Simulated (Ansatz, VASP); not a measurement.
**Al2Cu in VASP and in Ansatz**

INCAR

```
  ALGO = Fast
  EDIFF = 1E-7
  ENCUT = 520
  GGA = PS
  ISIF = 2
  ISMEAR = 0
  LASPH = True
  LCHARG = True
  LELF = True
  LREAL = False
  LVHAR = True
  LWAVE = False
  NBANDS = 26
  NELM = 80
  PREC = Accurate
  SIGMA = 0.15
```

Contents of KPOINTS:

```
k-points
0
Gamma
  12 10 10
```

File POSCAR:

```
Al2Cu
1.0
    4.0841721965      0.0000000000      0.0000000000
    0.0000000000      4.0841721965      2.8463947513
    0.0000000000     -4.0841721965      2.8463947513
Al Cu
4 2
Direct
    0.5000000000      0.7255152341      0.7744847659
    0.5000000000      0.2744847659      0.2255152341
    0.0000000000      0.5000000000      0.0000000000
    0.0000000000      0.0000000000      0.5000000000
    0.0000000000      0.0000000000      1.0000000000
    0.0000000000      0.5000000000      0.5000000000
```

Input for Ansatz:

```yaml
crystal:
  lattice:
    - [4.0841721965, 0.0, 0.0]
    - [0.0, 4.0841721965, 2.8463947513]
    - [0.0, -4.0841721965, 2.8463947513]
  atoms:
    - { symbol: Al, position: [0.5, 0.7255152341, 0.7744847659] }
    - { symbol: Al, position: [0.5, 0.2744847659, 0.2255152341] }
    - { symbol: Al, position: [0.0, 0.5, 0.0] }
    - { symbol: Al, position: [0.0, 0.0, 0.5] }
    - { symbol: Cu, position: [0.0, 0.0, 1.0] }
    - { symbol: Cu, position: [0.0, 0.5, 0.5] }
basis:
  ecutwfc: 420
kpoints:
  mp_grid: { grid: [12, 10, 10] }
hamiltonian:
  xc: pbesol
scf:
  occupations: { method: gaussian, width: 0.15 }
output:
  forces: true
  stress: true
  eigenvalues: true
```

Change from the starting cell: mode 4 (68.1 1/cm) frozen in, largest displacement -0.200 Å.

Alike in both runs: task single point; functional PBEsol; k mesh 12 × 10 × 10; occupations gaussian, width 0.15 eV; no spin polarisation.

```csv
,VASP,Ansatz
version,VASP 6.6.1,Ansatz 0.2.0
potentials or method,"VASP PAW PBE potentials, release 64 (Al, Cu), cutoff 520 eV","scalar-relativistic, plane waves, PAW"
valence electrons in the cell,34,50
```

```tsv
	VASP	Ansatz	Ansatz less VASP
gap on the k mesh at the Fermi level (eV)	none	none	-
pressure (GPa)	0.4	0.2	-0.22
traceless stress, the component that is largest in VASP (GPa)	-1.53	-1.52	+0.010
rms of the force components (eV/Å)	0.042	0.042	-0.0007
```

VASP's potentials were made for PBE, not for PBEsol. Atom by atom the forces differ by 0.001 eV/Å (rms over components). A gap of «none» marks a metal or a gap that the smearing closes. VASP's potentials hold 34 valence electrons a cell and Ansatz's 50, so a difference there can come from the potentials and not from the codes.
